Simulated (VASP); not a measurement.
# CoSi (P2_13) in VASP: notebook, part 2 of 2

VASP 6.6.1. The steps go on from the part before.

### Step 3. Single point, PBE (volume changed by -6%)

INCAR

```
SYSTEM = CoSi
PREC = Accurate
ENCUT = 520
EDIFF = 1E-6
ISMEAR = -1
SIGMA = 0.02
LREAL = .FALSE.
LASPH = .TRUE.
NELM = 60
ALGO = Normal
ISIF = 2
LWAVE = .FALSE.
LCHARG = .FALSE.
GGA = PE
NBANDS = 36
```

KPOINTS

```
regular mesh
0
G
  6 6 6
  0 0 0
```

POSCAR

```
CoSi
1.0
    4.3402919572      0.0000000000      0.0000000000
    0.0000000000      4.3402919572      0.0000000000
    0.0000000000      0.0000000000      4.3402919572
Co Si
4 4
Direct
    0.1450332833      0.1450332833      0.1450332833
    0.3549667167      0.8549667167      0.6450332833
    0.6450332833      0.3549667167      0.8549667167
    0.8549667167      0.6450332833      0.3549667167
    0.8431868922      0.8431868922      0.8431868922
    0.6568131078      0.1568131078      0.3431868922
    0.3431868922      0.6568131078      0.1568131078
    0.1568131078      0.3431868922      0.6568131078
```

Potentials or basis: VASP PAW PBE potentials, release 64 (Co, Si).

Started as:

```bash
cat potpaw_PBE.64/Co/POTCAR potpaw_PBE.64/Si/POTCAR > POTCAR
mpirun -np 1 vasp_std > vasp.out
```

OUTCAR:

```text
SYSTEM = CoSi
   PREC = Accurate
   ENCUT = 520
   EDIFF = 1E-6
   ISMEAR = -1
   LREAL = .FALSE.
   LASPH = .TRUE.
   NELM = 60
   ISIF = 2
   GGA = PE

 ion  position               nearest neighbor table
   1  0.145  0.145  0.145-   5 2.27   6 2.29   7 2.29   8 2.29   7 2.38   8 2.38   6 2.38   3 2.67
                             4 2.67   2 2.67   2 2.67   4 2.67   3 2.67
   2  0.355  0.855  0.645-   6 2.27   5 2.29   7 2.29   8 2.29   7 2.38   8 2.38   5 2.38   1 2.67
                             1 2.67   3 2.67   3 2.67   4 2.67   4 2.67
   3  0.645  0.355  0.855-   7 2.27   6 2.29   5 2.29   8 2.29   8 2.38   6 2.38   5 2.38   1 2.67
                             4 2.67   2 2.67   2 2.67   4 2.67   1 2.67
   4  0.855  0.645  0.355-   8 2.27   6 2.29   7 2.29   5 2.29   6 2.38   5 2.38   7 2.38   1 2.67
                             3 2.67   2 2.67   1 2.67   2 2.67   3 2.67
   5  0.843  0.843  0.843-   1 2.27   2 2.29   3 2.29   4 2.29   3 2.38   4 2.38   2 2.38   6 2.69
                             7 2.69   8 2.69   6 2.69   8 2.69   7 2.69
   6  0.657  0.157  0.343-   2 2.27   1 2.29   3 2.29   4 2.29   3 2.38   4 2.38   1 2.38   8 2.69
                             5 2.69   5 2.69   7 2.69   7 2.69   8 2.69
   7  0.343  0.657  0.157-   3 2.27   2 2.29   1 2.29   4 2.29   4 2.38   2 2.38   1 2.38   8 2.69
                             5 2.69   8 2.69   6 2.69   6 2.69   5 2.69
   8  0.157  0.343  0.657-   4 2.27   2 2.29   3 2.29   1 2.29   2 2.38   1 2.38   3 2.38   7 2.69
                             5 2.69   7 2.69   5 2.69   6 2.69   6 2.69

  LATTYP: Found a simple cubic cell.
 ALAT       =     4.3402919572

  Lattice vectors:

 A1 = (   4.3402919572,   0.0000000000,   0.0000000000)
 A2 = (   0.0000000000,   4.3402919572,   0.0000000000)
 A3 = (   0.0000000000,   0.0000000000,   4.3402919572)

Analysis of symmetry for initial positions (statically):
=====================================================================
 Subroutine PRICEL returns:
 Original cell was already a primitive cell.

 Routine SETGRP: Setting up the symmetry group for a
 simple cubic supercell.

 Subroutine GETGRP returns: Found 12 space group operations
 (whereof  3 operations were pure point group operations)
 out of a pool of 48 trial point group operations.

The static configuration has the point symmetry C_3 .
 The point group associated with its full space group is T   .

Analysis of symmetry for dynamics (positions and initial velocities):
=====================================================================
 Subroutine PRICEL returns:
 Original cell was already a primitive cell.

 Routine SETGRP: Setting up the symmetry group for a
 simple cubic supercell.

 Subroutine GETGRP returns: Found 12 space group operations
 (whereof  3 operations were pure point group operations)
 out of a pool of 48 trial point group operations.

The dynamic configuration has the point symmetry C_3 .
 The point group associated with its full space group is T   .

 Subroutine INISYM returns: Found 12 space group operations
 (whereof  3 operations are pure point group operations),
 and found     1 'primitive' translations

----------------------------------------------------------------------------------------

                                     Primitive cell

  volume of cell :      81.7630

  direct lattice vectors                    reciprocal lattice vectors
     4.340291957  0.000000000  0.000000000     0.230399247  0.000000000  0.000000000
[... 57 lines left out ...]
  0.333333  0.000000  0.000000      6.000000
  0.500000  0.000000  0.000000      3.000000
  0.166667  0.166667  0.000000     12.000000
  0.333333  0.166667  0.000000     12.000000
[... 16 lines left out ...]
  0.500000  0.500000  0.333333      6.000000
  0.500000  0.500000  0.500000      1.000000
   k-points           NKPTS =     24   k-points in BZ     NKDIM =     24   number of bands    NBANDS=     36
   number of dos      NEDOS =    301   number of ions     NIONS =      8
   total plane-waves  NPLWV =  32768
   dimension x,y,z NGX =    32 NGY =   32 NGZ =   32
   dimension x,y,z NGXF=    64 NGYF=   64 NGZF=   64
   ions per type =               4   4
   NGX,Y,Z   is equivalent  to a cutoff of  12.26, 12.26, 12.26 a.u.
   NGXF,Y,Z  is equivalent  to a cutoff of  24.51, 24.51, 24.51 a.u.
 SYSTEM =  CoSi
   PREC   = accura    normal or accurate (medium, high low for compatibility)
   ISTART =      0    job   : 0-new  1-cont  2-samecut
   ICHARG =      2    charge: 1-file 2-atom 10-const
   ISPIN  =      1    spin polarized calculation?
   LNONCOLLINEAR =      F non collinear calculations
   LSORBIT =      F    spin-orbit coupling
   LASPH  =      T    aspherical Exc in radial PAW
   ENCUT  =  520.0 eV  38.22 Ry    6.18 a.u.   8.07  8.07  8.07*2*pi/ulx,y,z
   NELM   =     60;   NELMIN=  2; NELMDL= -5     # of ELM steps
   EDIFF  = 0.1E-05   stopping-criterion for ELM
   LREAL  =      F    real-space projection
   EDIFFG = 0.1E-04   stopping-criterion for IOM
   NSW    =      0    number of steps for IOM
   IBRION =     -1    ionic relax: 0-MD 1-quasi-New 2-CG
   NFREE  =      0    steps in history (QN), initial steepest desc. (CG)
   ISIF   =      2    stress and relaxation
   ISYM   =      2    0-nonsym 1-usesym 2-fastsym
   POTIM  = 0.5000    time-step for ionic-motion
   TEBEG  =    0.0;   TEEND  =   0.0 temperature during run
   PSTRESS=    0.0 pullay stress
   NELECT =      52.0000    total number of electrons
   NUPDOWN=      -1.0000    fix difference up-down
   EMIN   =  10.00;   EMAX   =-10.00  energy-range for DOS
   EFERMI =   0.00;   METHOD = LEGACY
   ISMEAR =    -1;   SIGMA  =   0.02  broadening in eV -4-tet -1-fermi 0-gaus
   EFERMI_NEDOS =   21; number of points for ismear=-14 and -15
   IALGO  =     38    algorithm
   IMIX   =      4    mixing-type and parameters
     AMIX     =   0.40;   BMIX     =  1.00
     AMIX_MAG =   1.60;   BMIX_MAG =  1.00
  volume/ion in A,a.u.               =      10.22        68.97
  Fermi-wavevector in a.u.,A,eV,Ry     =   1.407852  2.660455 26.967390  1.982047
  Thomas-Fermi vector in A             =   2.530069
   LORBIT       =      0    0 simple, 1 ext, 2 COOP (PROOUT), +10 PAW based schemes
   GGA     = PE    functional components
[... 5 lines left out ...]
 non-spin polarized calculation
  energy-cutoff  :      520.00
  volume of cell :       81.76
 maximum number of plane-waves:      2272
   NGX = 17   NGY = 17   NGZ = 17

 number of electron      51.9999997 magnetization

 Free energy of the ion-electron system (eV)
  ---------------------------------------------------
  ext. energy  EPLUGINS =         0.00000000
  ---------------------------------------------------
  free energy    TOTEN  =       -54.50650225 eV

  energy without entropy =      -54.50487998  energy(sigma->0) =      -54.50569111

 E-fermi :  13.0933     XC(G=0): -13.1833

 val. band max:       13.0918374790   @ k =   0.0000   0.0000   0.0000
 cond. band min:      13.1897615416   @ k =   0.5000   0.5000   0.3333
 fundamental gap:      0.0979240626
 Fermi energy:        13.0933087038

 k-point     1 :       0.0000    0.0000    0.0000
  band No.  band energies     occupation
      1      -1.1134      2.00000
      2       4.6027      2.00000
      3       4.6027      2.00000
      4       4.6027      2.00000
      5       7.3119      2.00000
      6       7.3119      2.00000
[... 925 lines left out ...]
     35      19.1777      0.00000
     36      19.1777      0.00000

------------------------ aborting loop because EDIFF is reached ----------------------------------------

  FORCE on cell =-STRESS in cart. coord.  units (eV):
  Direction    XX          YY          ZZ          XY          YZ          ZX
  --------------------------------------------------------------------------------------
  -------------------------------------------------------------------------------------
  Total        8.1096472      8.1096472      8.1096472      0.0000000      0.0000000      0.0000000
  in kB      158.9116407    158.9116407    158.9116407      0.0000000      0.0000000      0.0000000
  external PRESSURE =     158.9116407 kB  Pullay stress =       0.0000000 kB

 VOLUME and BASIS-vectors are now :
 -----------------------------------------------------------------------------
  energy-cutoff  :      520.00
  volume of cell :       81.76
      direct lattice vectors                 reciprocal lattice vectors
     4.340291957  0.000000000  0.000000000     0.230399247  0.000000000  0.000000000
     0.000000000  4.340291957  0.000000000     0.000000000  0.230399247  0.000000000
     0.000000000  0.000000000  4.340291957     0.000000000  0.000000000  0.230399247

 POSITION                                       TOTAL-FORCE (eV/Angst)
 -----------------------------------------------------------------------------------
      0.62949      0.62949      0.62949         0.086107      0.086107      0.086107
      1.54066      3.71081      2.79963        -0.086107     -0.086107      0.086107
      2.79963      1.54066      3.71081         0.086107     -0.086107     -0.086107
      3.71081      2.79963      1.54066        -0.086107      0.086107     -0.086107
      3.65968      3.65968      3.65968         0.050203      0.050203      0.050203
      2.85076      0.68061      1.48953        -0.050203     -0.050203      0.050203
      1.48953      2.85076      0.68061         0.050203     -0.050203     -0.050203
      0.68061      1.48953      2.85076        -0.050203      0.050203     -0.050203
 -----------------------------------------------------------------------------------
    total drift:                                0.000000      0.000000      0.000000

  FREE ENERGIE OF THE ION-ELECTRON SYSTEM (eV)
  ---------------------------------------------------
  free  energy   TOTEN  =       -54.5065022519 eV

  energy  without entropy=      -54.5048799771  energy(sigma->0) =      -54.50569111
```

It took 40 s on 1 thread of AMD EPYC 9R45 (Zen 5), shared host; peak memory 0.17 GiB.

What came out:

* Free energy: -54.5065 eV
* Pressure: 15.9 GPa
* Largest force: 0.149 eV/Å
* Band gap on the k mesh: zero (band 26 reaches 13.09 eV, above the bottom of band 27 at 12.86 eV)

Forces on the atoms (eV/Å):
```
Co   0.086  0.086  0.086
Co  -0.086 -0.086  0.086
Co   0.086 -0.086 -0.086
Co  -0.086  0.086 -0.086
Si   0.050  0.050  0.050
Si  -0.050 -0.050  0.050
Si   0.050 -0.050 -0.050
Si  -0.050  0.050 -0.050
```

Levels at points of the mesh, in eV from the Fermi level:
```
           k point  band 22  band 23  band 24  band 25  band 26  band 27  band 28  band 29  band 30  band 31
(0.00, 0.00, 0.00)    -1.00    -0.86    -0.86     0.00     0.00     0.00     2.78     2.78     2.78     3.10
(0.50, 0.00, 0.00)    -1.14    -0.71    -0.71    -0.52    -0.52     1.08     1.08     1.69     1.69     4.50
(0.50, 0.50, 0.00)    -1.62    -1.10    -1.10    -0.04    -0.04     0.65     0.65     2.24     2.24     2.72
(0.50, 0.50, 0.50)    -1.34    -1.34    -1.34    -0.23    -0.23    -0.23    -0.23     5.82     5.82     5.82
```

### Step 4. Single point, PBE (volume changed by -3%)

INCAR

```
SYSTEM = CoSi
  ALGO = Normal
  EDIFF = 1E-7
  ENCUT = 520
  GGA = PE
  ISIF = 2
  ISMEAR = -1
  LASPH = .TRUE.
  LCHARG = .FALSE.
  LREAL = .FALSE.
  LWAVE = .FALSE.
  NBANDS = 36
  NELM = 60
  PREC = Accurate
  SIGMA = 0.02
```

KPOINTS

```
k-points
0
G
  6 6 6
  0 0 0
```

Changes to POSCAR since step 3:

```diff
@@ -2,5 +2,5 @@
 1.0
-    4.3402919572      0.0000000000      0.0000000000
-    0.0000000000      4.3402919572      0.0000000000
-    0.0000000000      0.0000000000      4.3402919572
+    4.3859825986      0.0000000000      0.0000000000
+    0.0000000000      4.3859825986      0.0000000000
+    0.0000000000      0.0000000000      4.3859825986
 Co Si
```

Started as:

```bash
cat potpaw_PBE.64/Co/POTCAR potpaw_PBE.64/Si/POTCAR > POTCAR
mpirun -np 1 vasp_std > vasp.out
```

It took 60 s on 1 thread of AMD EPYC 9R45 (Zen 5), shared host; peak memory 0.2 GiB.

The run converged. Its results:

| Property | Result |
| --- | --- |
| Free energy | -54.6926 eV |
| Pressure | 7.2 GPa |
| Largest force | 0.071 eV/Å |
| Band gap on the k mesh | zero (band 26 reaches 12.58 eV, above the bottom of band 27 at 12.36 eV) |

Forces on the atoms (eV/Å):
```
Co   0.041  0.041  0.041
Co  -0.041 -0.041  0.041
Co   0.041 -0.041 -0.041
Co  -0.041  0.041 -0.041
Si   0.025  0.025  0.025
Si  -0.025 -0.025  0.025
Si   0.025 -0.025 -0.025
Si  -0.025  0.025 -0.025
```

Levels at points of the mesh, in eV from the Fermi level:
```tsv
k point	band 24	band 25	band 26	band 27	band 28	band 29
(0.00, 0.00, 0.00)	-0.82	0.00	0.00	0.00	2.63	2.63
(0.50, 0.00, 0.00)	-0.68	-0.50	-0.50	1.04	1.04	1.58
(0.50, 0.50, 0.00)	-1.05	-0.04	-0.04	0.62	0.62	2.12
(0.50, 0.50, 0.50)	-1.27	-0.23	-0.23	-0.23	-0.23	5.61
```

### Step 5. Single point, PBE (volume changed by +3%)

INCAR

```
ALGO = Normal
EDIFF = 1E-6
ENCUT = 520
GGA = PE
ISIF = 2
ISMEAR = -1
LASPH = True
LCHARG = False
LREAL = False
LWAVE = False
NBANDS = 36
NELM = 60
PREC = Accurate
SIGMA = 0.02
```

KPOINTS

```
k-points
0
Gamma
  6 6 6
```

Changes to POSCAR since step 4:

```diff
@@ -2,5 +2,5 @@
 1.0
-    4.3859825986      0.0000000000      0.0000000000
-    0.0000000000      4.3859825986      0.0000000000
-    0.0000000000      0.0000000000      4.3859825986
+    4.4746121866      0.0000000000      0.0000000000
+    0.0000000000      4.4746121866      0.0000000000
+    0.0000000000      0.0000000000      4.4746121866
 Co Si
```

Started as:

```bash
cat potpaw_PBE.64/Co/POTCAR potpaw_PBE.64/Si/POTCAR > POTCAR
mpirun -np 1 vasp_std > vasp.out
```

Wall time 57 s (1 thread of AMD EPYC 9R45 (Zen 5), shared host); peak memory 0.2 GiB.

It converged, with:

| Property | Result |
| --- | --- |
| Free energy | -54.6950 eV |
| Pressure | -6.3 GPa |
| Largest force | 0.060 eV/Å |
| Band gap on the k mesh | zero (band 26 reaches 11.65 eV, above the bottom of band 27 at 11.44 eV) |

Forces in eV/Å, atoms in the order of the input:
```
Co  -0.035 -0.035 -0.035
Co   0.035  0.035 -0.035
Co  -0.035  0.035  0.035
Co   0.035 -0.035  0.035
Si  -0.018 -0.018 -0.018
Si   0.018  0.018 -0.018
Si  -0.018  0.018  0.018
Si   0.018 -0.018  0.018
```

Levels at points of the mesh, in eV from the Fermi level:
| k point | band 22 | band 23 | band 24 | band 25 | band 26 | band 27 | band 28 | band 29 | band 30 | band 31 |
| --- | --- | --- | --- | --- | --- | --- | --- | --- | --- | --- |
| (0.00, 0.00, 0.00) | -0.87 | -0.74 | -0.74 | -0.01 | -0.01 | -0.01 | 2.36 | 2.36 | 2.36 | 2.82 |
| (0.50, 0.00, 0.00) | -0.99 | -0.62 | -0.62 | -0.46 | -0.46 | 0.97 | 0.97 | 1.39 | 1.39 | 4.13 |
| (0.50, 0.50, 0.00) | -1.42 | -0.95 | -0.95 | -0.03 | -0.03 | 0.55 | 0.55 | 1.89 | 1.89 | 2.41 |
| (0.50, 0.50, 0.50) | -1.16 | -1.16 | -1.16 | -0.21 | -0.21 | -0.21 | -0.21 | 5.21 | 5.21 | 5.21 |

 Spin polarisation is off, so any magnetic state and its effect on volume and gap are missing.

### Step 6. The runs side by side

```csv
task,level,potentials or basis,cell,cutoff (eV),gap on the mesh (eV),pressure (GPa),largest force (eV/Å)
relaxation of cell and atoms,LDA,"VASP PAW LDA potentials, release 64 (Co, Si)","relaxed from a = 4.431 Å, 8 atoms",600,none,0.1,-
single point,PBE,"VASP PAW PBE potentials, release 64 (Co, Si)","a = 4.340 Å, 8 atoms",520,none,15.9,0.15
single point,PBE,"VASP PAW PBE potentials, release 64 (Co, Si)","a = 4.386 Å, 8 atoms",520,none,7.2,0.07
single point,PBE,"VASP PAW PBE potentials, release 64 (Co, Si)","a = 4.475 Å, 8 atoms",520,none,-6.3,0.06
```

Alike in all rows: no spin polarisation; k mesh 6 × 6 × 6; smearing fermi-dirac 0.02 eV.

Total energies depend on the potentials used, so only differences within one code and one set of settings carry meaning.
